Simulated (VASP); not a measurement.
# SbAsN2 (P6/mmm) in VASP: a series of runs

The runs below take SbAsN2 through single point, relaxation of cell and atoms, with PBE.

Program: VASP 6.6.1. These are calculated values, not measurements. Logs are shortened: lines on timing, memory, paths and dates and some standing lists are left out, and cuts for length are marked.

## Step 1: The cell of the first run

The structure is hexagonal, space group P6/mmm (No. 191). The conventional cell has a = 3.674 Å, b = 3.674 Å, c = 5.762 Å, α = 90.00°, β = 90.00°, γ = 120.00°. Sb (site symmetry 6/mmm) has 2 As at 2.88 Å and 12 N at 3.58 Å and 6 Sb at 3.67 Å within 3.8 Å. As (site symmetry 6/mmm) has 6 N at 2.12 Å and 2 Sb at 2.88 Å within 2.9 Å. Within 2.8 Å of N (site symmetry -6m2) lie 3 N at 2.12 Å and 3 As at 2.12 Å.

The cell was generated, and may not be a known phase.

## Step 2: Single point, PBE

Contents of INCAR:

```
  ALGO = Normal
  EDIFF = 1E-7
  ENCUT = 520
  GGA = PE
  ISIF = 2
  ISMEAR = 0
  LASPH = True
  LCHARG = True
  LELF = True
  LREAL = False
  LVHAR = True
  LWAVE = False
  NBANDS = 18
  NELM = 100
  PREC = Accurate
  SIGMA = 0.1
```

Contents of KPOINTS:

```
k-points
0
Gamma
  12 12 8
```

Contents of POSCAR:

```
SbAsN2
1.0
    3.6742009484      0.0000000000      0.0000000000
   -1.8371004742      3.1819513599      0.0000000000
    0.0000000000      0.0000000000      5.7620128769
Sb As N
1 1 2
Direct
    0.0000000000      0.0000000000      0.0000000000
    0.0000000000      0.0000000000      0.5000000000
    0.3333333333      0.6666666667      0.5000000000
    0.6666666667      0.3333333333      0.5000000000
```

Potentials or basis: VASP PAW PBE potentials, release 64 (Sb, As, N).

Started as:

```bash
$ cat potpaw_PBE.64/Sb/POTCAR potpaw_PBE.64/As/POTCAR potpaw_PBE.64/N/POTCAR > POTCAR
$ mpirun -np 1 vasp_std > vasp.out
```

OUTCAR:

```text
EDIFF = 1E-7
   ENCUT = 520
   GGA = PE
   ISIF = 2
   ISMEAR = 0
   LASPH = True
   LREAL = False
   NELM = 100
   PREC = Accurate

 ion  position               nearest neighbor table
   1  0.000  0.000  0.000-   2 2.88   2 2.88
   2  0.000  0.000  0.500-   3 2.12   4 2.12   3 2.12   4 2.12   4 2.12   3 2.12   1 2.88   1 2.88

   3  0.333  0.667  0.500-   2 2.12   2 2.12   2 2.12
   4  0.667  0.333  0.500-   2 2.12   2 2.12   2 2.12

  LATTYP: Found a hexagonal cell.
 ALAT       =     3.6742009484
 C/A-ratio  =     1.5682356403

  Lattice vectors:

 A1 = (   3.6742009484,   0.0000000000,   0.0000000000)
 A2 = (  -1.8371004742,   3.1819513599,   0.0000000000)
 A3 = (   0.0000000000,   0.0000000000,   5.7620128769)

Analysis of symmetry for initial positions (statically):
=====================================================================
 Subroutine PRICEL returns:
 Original cell was already a primitive cell.

 Routine SETGRP: Setting up the symmetry group for a
 hexagonal supercell.

 Subroutine GETGRP returns: Found 24 space group operations
 (whereof 24 operations were pure point group operations)
 out of a pool of 24 trial point group operations.

The static configuration has the point symmetry D_6h.

Analysis of symmetry for dynamics (positions and initial velocities):
=====================================================================
 Subroutine PRICEL returns:
 Original cell was already a primitive cell.

 Routine SETGRP: Setting up the symmetry group for a
 hexagonal supercell.

 Subroutine GETGRP returns: Found 24 space group operations
 (whereof 24 operations were pure point group operations)
 out of a pool of 24 trial point group operations.

The dynamic configuration has the point symmetry D_6h.

 Subroutine INISYM returns: Found 24 space group operations
 (whereof 24 operations are pure point group operations),
 and found     1 'primitive' translations

----------------------------------------------------------------------------------------

                                     Primitive cell

  volume of cell :      67.3644

  direct lattice vectors                    reciprocal lattice vectors
     3.674200948  0.000000000  0.000000000     0.272168021  0.157136280  0.000000000
    -1.837100474  3.181951360  0.000000000     0.000000000  0.314272560  0.000000000
     0.000000000  0.000000000  5.762012877     0.000000000  0.000000000  0.173550463

  length of vectors
     3.674200948  3.674200948  5.762012877     0.314272560  0.314272560  0.173550463

  position of ions in fractional coordinates (direct lattice)
     0.000000000  0.000000000  0.000000000
     0.000000000  0.000000000  0.500000000
     0.333333333  0.666666667  0.500000000
     0.666666667  0.333333333  0.500000000

  ion indices of the primitive-cell ions
   primitive index   ion index
                 1           1
                 2           2
                 3           3
                 4           4

----------------------------------------------------------------------------------------

 KPOINTS: k-points

Automatic generation of k-mesh.
 Grid dimensions read from file:
 generate k-points for:   12   12    8

 Generating k-lattice:

  Cartesian coordinates                     Fractional coordinates (reciprocal lattice)
     0.022680668  0.013094690  0.000000000     0.083333333  0.000000000  0.000000000
     0.000000000  0.026189380  0.000000000     0.000000000  0.083333333  0.000000000
     0.000000000  0.000000000  0.021693808     0.000000000  0.000000000  0.125000000

  Length of vectors
     0.026189380  0.026189380  0.021693808

  Shift w.r.t. Gamma in fractional coordinates (k-lattice)
     0.000000000  0.000000000  0.000000000

 Subroutine IBZKPT returns following result:
 ===========================================

 Found     95 irreducible k-points:

 Following reciprocal coordinates:
            Coordinates               Weight
  0.000000  0.000000  0.000000      1.000000
  0.083333  0.000000  0.000000      6.000000
  0.166667  0.000000  0.000000      6.000000
  0.250000  0.000000  0.000000      6.000000
  0.333333  0.000000  0.000000      6.000000
  0.416667  0.000000  0.000000      6.000000
[... 16 lines left out ...]
  0.250000  0.000000  0.125000     12.000000
  0.333333  0.000000  0.125000     12.000000
 [... further k-points ...]
   k-points           NKPTS =     95   k-points in BZ     NKDIM =     95   number of bands    NBANDS=     18
   number of dos      NEDOS =    301   number of ions     NIONS =      4
   total plane-waves  NPLWV =  37632
   dimension x,y,z NGX =    28 NGY =   28 NGZ =   48
   dimension x,y,z NGXF=    56 NGYF=   56 NGZF=   96
   ions per type =               1   1   2
   NGX,Y,Z   is equivalent  to a cutoff of  12.67, 12.67, 13.85 a.u.
   NGXF,Y,Z  is equivalent  to a cutoff of  25.34, 25.34, 27.70 a.u.
 SYSTEM =  unknown system
   PREC   = accura    normal or accurate (medium, high low for compatibility)
   ISTART =      0    job   : 0-new  1-cont  2-samecut
   ICHARG =      2    charge: 1-file 2-atom 10-const
   ISPIN  =      1    spin polarized calculation?
   LNONCOLLINEAR =      F non collinear calculations
   LSORBIT =      F    spin-orbit coupling
   LASPH  =      T    aspherical Exc in radial PAW
   ENCUT  =  520.0 eV  38.22 Ry    6.18 a.u.   6.83  6.83 10.71*2*pi/ulx,y,z
   NELM   =    100;   NELMIN=  2; NELMDL= -5     # of ELM steps
   EDIFF  = 0.1E-06   stopping-criterion for ELM
   LREAL  =      F    real-space projection
   EDIFFG = 0.1E-05   stopping-criterion for IOM
   NSW    =      0    number of steps for IOM
   IBRION =     -1    ionic relax: 0-MD 1-quasi-New 2-CG
   NFREE  =      0    steps in history (QN), initial steepest desc. (CG)
   ISIF   =      2    stress and relaxation
   ISYM   =      2    0-nonsym 1-usesym 2-fastsym
   POTIM  = 0.5000    time-step for ionic-motion
   TEBEG  =    0.0;   TEEND  =   0.0 temperature during run
   PSTRESS=    0.0 pullay stress
   NELECT =      20.0000    total number of electrons
   NUPDOWN=      -1.0000    fix difference up-down
   EMIN   =  10.00;   EMAX   =-10.00  energy-range for DOS
   EFERMI =   0.00;   METHOD = LEGACY
   ISMEAR =     0;   SIGMA  =   0.10  broadening in eV -4-tet -1-fermi 0-gaus
   EFERMI_NEDOS =   21; number of points for ismear=-14 and -15
   IALGO  =     38    algorithm
   IMIX   =      4    mixing-type and parameters
     AMIX     =   0.40;   BMIX     =  1.00
     AMIX_MAG =   1.60;   BMIX_MAG =  1.00
  volume/ion in A,a.u.               =      16.84       113.65
  Fermi-wavevector in a.u.,A,eV,Ry     =   1.092131  2.063828 16.228341  1.192749
  Thomas-Fermi vector in A             =   2.228390
   LORBIT       =      0    0 simple, 1 ext, 2 COOP (PROOUT), +10 PAW based schemes
   GGA     = PE    functional components
   LHFCALC =     F    Hartree Fock is set to
   AEXX    =    0.0000 exact exchange contribution
   IVDW    =     0    specifies the selected vdW correction
   LEPSILON=     F    determine dielectric tensor
   LRPA    =     F    only Hartree local field effects (RPA)
 non-spin polarized calculation
 Gauss-broadening in eV      SIGMA  =   0.10
  energy-cutoff  :      520.00
  volume of cell :       67.36
 maximum number of plane-waves:      1838
 NGX is ok and might be reduce to    28
   NGX = 13   NGY = 13   NGZ = 21

 number of electron      19.9999999 magnetization

 Free energy of the ion-electron system (eV)
  ---------------------------------------------------
  ext. energy  EPLUGINS =         0.00000000
  ---------------------------------------------------
  free energy    TOTEN  =       -17.84361917 eV

  energy without entropy =      -17.81979416  energy(sigma->0) =      -17.83170666

 E-fermi :   5.5326     XC(G=0): -10.2063

 val. band max:        5.5146318655   @ k =   0.0833   0.0000   0.2500
 cond. band min:       5.5395776070   @ k =   0.4167   0.1667   0.3750
 fundamental gap:      0.0249457415
 Fermi energy:         5.5325575268

 k-point     1 :       0.0000    0.0000    0.0000
  band No.  band energies     occupation
      1     -12.8152      2.00000
      2      -4.8759      2.00000
      3      -4.3630      2.00000
      4      -1.0707      2.00000
      5       0.4200      2.00000
      6       0.7050      2.00000
[... 10 lines left out ...]
     17      14.4860      0.00000
     18      14.5947      0.00000

 k-point     2 :       0.0833    0.0000    0.0000
  band No.  band energies     occupation
      1     -12.7297      2.00000
      2      -5.0774      2.00000
      3      -4.3082      2.00000
      4      -0.9818      2.00000
      5      -0.6437      2.00000
      6       0.1175      2.00000
[... 10 lines left out ...]
     17      14.4051      0.00000
     18      14.6808      0.00000

 k-point     3 :       0.1667    0.0000    0.0000
  band No.  band energies     occupation
      1     -12.4741      2.00000
      2      -5.6527      2.00000
      3      -4.1816      2.00000
      4      -1.8237      2.00000
      5      -0.7176      2.00000
      6      -0.6261      2.00000
[... 10 lines left out ...]
     17      14.1932      0.00000
     18      14.9971      0.00000

 k-point     4 :       0.2500    0.0000    0.0000
  band No.  band energies     occupation
      1     -12.0518      2.00000
      2      -6.5327      2.00000
      3      -4.1237      2.00000
      4      -2.4422      2.00000
      5      -1.2372      2.00000
      6      -0.2865      2.00000
[... 375 lines left out ...]
      4      -1.9765      2.00000
      5      -0.6242      2.00000
      6      -0.3872      2.00000
[... 10 lines left out ...]
     17      14.0832      0.00000
     18      15.0601      0.00000

 k-point    23 :       0.2500    0.0000    0.1250
  band No.  band energies     occupation
      1     -12.0494      2.00000
      2      -6.5311      2.00000
      3      -4.1258      2.00000
      4      -2.6177      2.00000
      5      -1.2351      2.00000
      6       0.0194      2.00000
[... 10 lines left out ...]
     17      13.7287      0.00000
     18      14.5531      0.00000

 k-point    24 :       0.3333    0.0000    0.1250
  band No.  band energies     occupation
      1     -11.4694      2.00000
      2      -7.5794      2.00000
      3      -4.2329      2.00000
      4      -2.6166      2.00000
      5      -1.6820      2.00000
      6       0.5892      2.00000
[... 10 lines left out ...]
     17      13.2803      0.00000
     18      13.8585      0.00000

 [... further k-points ...]
[... 5 lines left out ...]
  --------------------------------------------------------------------------------------
  -------------------------------------------------------------------------------------
  Total        0.0382102      0.0382102     -0.0412853      0.0000000      0.0000000     -0.0000000
  in kB        0.9087799      0.9087799     -0.9819190      0.0000000      0.0000000     -0.0000000
  external PRESSURE =       0.2785469 kB  Pullay stress =       0.0000000 kB

 VOLUME and BASIS-vectors are now :
 -----------------------------------------------------------------------------
  energy-cutoff  :      520.00
  volume of cell :       67.36
      direct lattice vectors                 reciprocal lattice vectors
     3.674200948  0.000000000  0.000000000     0.272168021  0.157136280  0.000000000
    -1.837100474  3.181951360  0.000000000     0.000000000  0.314272560  0.000000000
     0.000000000  0.000000000  5.762012877     0.000000000  0.000000000  0.173550463

 POSITION                                       TOTAL-FORCE (eV/Angst)
 -----------------------------------------------------------------------------------
      0.00000      0.00000      0.00000         0.000000      0.000000      0.000000
      0.00000      0.00000      2.88101         0.000000      0.000000      0.000000
     -0.00000      2.12130      2.88101         0.000000     -0.000000      0.000000
      1.83710      1.06065      2.88101        -0.000000      0.000000      0.000000
 -----------------------------------------------------------------------------------
    total drift:                               -0.000000      0.000000     -0.000000

  FREE ENERGIE OF THE ION-ELECTRON SYSTEM (eV)
  ---------------------------------------------------
  free  energy   TOTEN  =       -17.8436191659 eV

  energy  without entropy=      -17.8197941579  energy(sigma->0) =      -17.83170666
```

Run time: 63 s. Hardware: 1 thread of Intel Xeon 6975P-C (Granite Rapids), shared host; peak memory 0.26 GiB.

What came out:

- Free energy: -17.8436 eV
- Pressure: 0.0 GPa
- Band gap on the k mesh: zero (bands 10 and 11 overlap by 1.94 eV)

Caveat: spin-orbit coupling is left out, which moves the levels of the heavy elements.

## Step 3: Relaxation of cell and atoms, PBE

Contents of INCAR:

```
PREC = Accurate
ENCUT = 600
EDIFF = 1E-6
ISMEAR = 0
SIGMA = 0.1
LREAL = False
LASPH = True
NELM = 100
ALGO = Normal
ISIF = 3
LWAVE = False
LCHARG = False
GGA = PE
IBRION = 2
NSW = 100
EDIFFG = -0.01
```

Contents of KPOINTS:

```
regular mesh
0
Gamma
  12 12 8
```

Contents of POSCAR:

```
SbAsN2
1.0
    3.6939179066      0.0000000000      0.0000000000
   -1.8469589533      3.1990267466      0.0000000000
    0.0000000000      0.0000000000      5.6913009993
Sb As N
1 1 2
Direct
    0.0000000000      0.0000000000      0.0000000000
    0.0000000000      0.0000000000      0.5000000000
    0.3333333333      0.6666666667      0.5000000000
    0.6666666667      0.3333333333      0.5000000000
```

Potentials or basis: VASP PAW PBE potentials, release 64 (Sb, As, N).

Started as:

```bash
$ cat potpaw_PBE.64/Sb/POTCAR potpaw_PBE.64/As/POTCAR potpaw_PBE.64/N/POTCAR > POTCAR
$ mpirun -np 1 vasp_std > vasp.out
```

It took 3.3 min on 1 thread of Intel Xeon 6975P-C (Granite Rapids), shared host; peak memory 0.3 GiB.

The run converged. Its results:

| Property | Result |
| --- | --- |
| Free energy | -17.8472 eV |
| Relaxed volume | 16.82 Å³/atom |
| Relaxed cell | a = 3.675 Å, b = 3.675 Å, c = 5.752 Å, α = 90.00°, β = 90.00°, γ = 120.00° |
| Space group after relaxing (to 0.1 Å) | P6/mmm (No. 191) |
| Energy gained by relaxing | 1.1 meV/atom |
| Ionic steps | 5 |
| Pressure after relaxing | 0.0 GPa |
| Band gap on the k mesh | zero (bands 10 and 11 overlap by 1.95 eV) |

Step by step:
```tsv
step	energy change (eV)	largest force (eV/Å)	pressure (GPa)	volume (Å³)
1	0.0000	0.0000	-0.45	67.25
2	-0.0033	0.0000	0.40	66.79
3	-0.0033	0.0000	0.39	66.79
4	-0.0041	0.0000	0.15	67.10
5	-0.0043	0.0000	0.01	67.27
```

Final structure:
```yaml
crystal:
  lattice:
    - [3.67487, 0.00000, 0.00000]
    - [-1.83743, 3.18253, 0.00000]
    - [0.00000, 0.00000, 5.75207]
  atoms:
    - { symbol: Sb, position: [0.00000, 0.00000, 0.00000] }
    - { symbol: As, position: [0.00000, 0.00000, 0.50000] }
    - { symbol: N, position: [0.33333, 0.66667, 0.50000] }
    - { symbol: N, position: [0.66667, 0.33333, 0.50000] }
```

Levels at points of the mesh, in eV from the Fermi level:
```csv
k point,band 7,band 8,band 9,band 10,band 11,band 12,band 13,band 14
"(0.00, 0.00, 0.00)",-4.83,-3.95,-3.95,0.14,0.65,3.33,3.33,5.47
"(0.50, 0.00, 0.00)",-2.96,-2.84,-0.25,0.07,1.10,1.36,1.58,6.17
"(0.00, 0.00, 0.50)",-4.34,-3.92,-3.92,-0.30,0.63,2.56,3.10,3.10
"(0.50, 0.00, 0.50)",-1.58,-1.11,-0.48,0.04,1.03,1.35,1.36,2.54
```

Caveat: spin-orbit coupling is left out, which moves the levels of the heavy elements.

The gap in the log of VASP goes by the Fermi energy; the results here count the filled bands.